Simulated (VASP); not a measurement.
A run of VASP 6.6.1 is set up as follows.

The input INCAR:

```
PREC = Accurate
ENCUT = 500
EDIFF = 1E-6
ISMEAR = -1
SIGMA = 0.05
LREAL = F
LASPH = T
NELM = 120
ALGO = Normal
ISIF = 2
LWAVE = F
LCHARG = T
GGA = PE
LELF = T
LVHAR = T
NBANDS = 15
GGA_COMPAT = F
```

File KPOINTS:

```
Automatic mesh
0
Gamma
  4 4 4
```

POSCAR

```
CsI
1.0
    4.5667000000      0.0000000000      0.0000000000
    0.0000000000      4.5667000000      0.0000000000
    0.0000000000      0.0000000000      4.5667000000
Cs I
1 1
Direct
    0.0000000000      0.0000000000      0.0000000000
    0.5000000000      0.5000000000      0.5000000000
```

Potentials or basis: VASP PAW PBE potentials, release 64 (Cs_sv, I).

Launch:

```console
$ cat potpaw_PBE.64/Cs_sv/POTCAR potpaw_PBE.64/I/POTCAR > POTCAR
$ mpirun -np 1 vasp_std > vasp.out
```

Q: What does it give for the band gap on the k mesh?

A: 3.87 eV (least direct gap 3.96 eV).

Q: What does it give for the pressure?

A: 0.8 GPa.

Caveat: spin-orbit coupling is left out, which moves the levels of the heavy elements. PBE gaps usually lie below the measured ones, often by a third to a half.
